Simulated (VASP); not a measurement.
# Ge in VASP: a series of runs, part 2 of 2

VASP 6.6.1.

**4. Single point, LDA**

This run uses another cell than the first one, of 183.94 Å³/atom, 0.938 times its volume.

Contents of INCAR:

```
PREC = Accurate ; ENCUT = 520
EDIFF = 1E-6 ; ISMEAR = 0
SIGMA = 0.1 ; LREAL = False
LASPH = True ; NELM = 60
ALGO = Normal ; ISIF = 2
LWAVE = False ; LCHARG = False
LDIPOL = True ; IDIPOL = 3
DIPOL = 0.5 0.5 0.500 ; GGA = CA
NBANDS = 21
```

Contents of KPOINTS:

```
regular mesh
0
Gamma
  12 12 1
```

Contents of POSCAR:

```
Ge
1.0
    3.8950000000      0.0000000000      0.0000000000
   -1.9475000000      3.3731689477      0.0000000000
    0.0000000000      0.0000000000     28.0000000000
Ge
2
Direct
    0.3333333333      0.6666666667      0.5101964286
    0.6666666667      0.3333333333      0.4898035714
```

Potentials or basis: VASP PAW LDA potentials, release 64 (Ge_d).

Command:

```console
$ cat potpaw_LDA.64/Ge_d/POTCAR > POTCAR
$ mpirun -np 1 vasp_std > vasp.out
```

OUTCAR:

```text
PREC = Accurate
   ENCUT = 520
   EDIFF = 1E-6
   ISMEAR = 0
   LREAL = False
   LASPH = True
   NELM = 60
   ISIF = 2
   GGA = CA

 ion  position               nearest neighbor table
   1  0.333  0.667  0.510-   2 2.32   2 2.32   2 2.32
   2  0.667  0.333  0.490-   1 2.32   1 2.32   1 2.32

  LATTYP: Found a hexagonal cell.
 ALAT       =     3.8950000000
 C/A-ratio  =     7.1887034660

  Lattice vectors:

 A1 = (   3.8950000000,   0.0000000000,   0.0000000000)
 A2 = (  -1.9475000000,   3.3731689477,   0.0000000000)
 A3 = (   0.0000000000,   0.0000000000,  28.0000000000)

Analysis of symmetry for initial positions (statically):
=====================================================================
 Subroutine PRICEL returns:
 Original cell was already a primitive cell.

 Routine SETGRP: Setting up the symmetry group for a
 hexagonal supercell.

 Subroutine GETGRP returns: Found 12 space group operations
 (whereof 12 operations were pure point group operations)
 out of a pool of 24 trial point group operations.

The static configuration has the point symmetry D_3d.

Analysis of symmetry for dynamics (positions and initial velocities):
=====================================================================
 Subroutine PRICEL returns:
[... 160 lines left out ...]
 fundamental gap:      0.0000000018
 Fermi energy:        -3.5417612674

 k-point     1 :       0.0000    0.0000    0.0000
  band No.  band energies     occupation
      1     -28.3652      2.00000
      2     -28.3652      2.00000
      3     -28.3019      2.00000
      4     -28.3019      2.00000
      5     -28.2984      2.00000
      6     -28.1556      2.00000
[... 445 lines left out ...]
     20       3.5279      0.00000
     21       3.6139      0.00000

------------------------ aborting loop because EDIFF is reached ----------------------------------------

 vacuum level on the upper side and lower side of the slab       (xc-potential included)        -0.007        -0.007

  FORCE on cell =-STRESS in cart. coord.  units (eV):
  Direction    XX          YY          ZZ          XY          YZ          ZX
  --------------------------------------------------------------------------------------
  -------------------------------------------------------------------------------------
  Total        1.3333501      1.3333501      0.1652173      0.0000000      0.0000000     -0.0000000
  in kB        5.8069916      5.8069916      0.7195525      0.0000000      0.0000000     -0.0000000
  external PRESSURE =       4.1111786 kB  Pullay stress =       0.0000000 kB

 VOLUME and BASIS-vectors are now :
 -----------------------------------------------------------------------------
  energy-cutoff  :      520.00
  volume of cell :      367.88
      direct lattice vectors                 reciprocal lattice vectors
     3.895000000  0.000000000  0.000000000     0.256739409  0.148228567  0.000000000
    -1.947500000  3.373168948  0.000000000     0.000000000  0.296457134  0.000000000
     0.000000000  0.000000000 28.000000000     0.000000000  0.000000000  0.035714286

 POSITION                                       TOTAL-FORCE (eV/Angst)
 -----------------------------------------------------------------------------------
     -0.00000      2.24878     14.28550         0.000000      0.000000      0.314688
      1.94750      1.12439     13.71450        -0.000000      0.000000     -0.314688
 -----------------------------------------------------------------------------------
    total drift:                                0.000000     -0.000000     -0.000000

  FREE ENERGIE OF THE ION-ELECTRON SYSTEM (eV)
  ---------------------------------------------------
  free  energy   TOTEN  =        -9.1260369567 eV

  energy  without entropy=       -9.1244697634  energy(sigma->0) =       -9.12525336

 vacuum level on the upper side and lower side of the slab         1.120         1.120
```

OSZICAR:

```text
N       E                     dE             d eps       ncg     rms          rms(c)
DAV:   1     0.157201776371E+03    0.15720E+03   -0.14028E+04   950   0.132E+03
DAV:   2     0.738755259274E+01   -0.14981E+03   -0.14547E+03  1113   0.262E+02
DAV:   3    -0.870266100752E+01   -0.16090E+02   -0.16038E+02  1065   0.109E+02
DAV:   4    -0.936692639755E+01   -0.66427E+00   -0.66388E+00  1037   0.254E+01
[... 12 lines left out ...]
DAV:  17    -0.912602176379E+01   -0.20103E-04   -0.69334E-07   804   0.698E-03    0.625E-04
DAV:  18    -0.912603107415E+01   -0.93104E-05   -0.33398E-07   735   0.306E-03    0.571E-04
DAV:  19    -0.912603528272E+01   -0.42086E-05   -0.12949E-07   740   0.402E-03    0.494E-04
DAV:  20    -0.912603648681E+01   -0.12041E-05   -0.25195E-08   656   0.220E-03    0.239E-04
DAV:  21    -0.912603695671E+01   -0.46989E-06   -0.84188E-09   645   0.108E-03
   1 F= -.91260370E+01 E0= -.91252534E+01  d E =-.156719E-02
```

It took 3.7 min on 1 thread of Intel Xeon 6975P-C, shared host; peak memory 0.39 GiB.

What came out:

| Quantity | Value |
| --- | --- |
| Free energy | -9.1260 eV |
| Largest force | 0.315 eV/Å |
| Band gap on the k mesh | zero (filled and empty bands touch) |

Forces in eV/Å, atoms in the order of the input:
```
Ge   0.000  0.000  0.315
Ge   0.000  0.000 -0.315
```
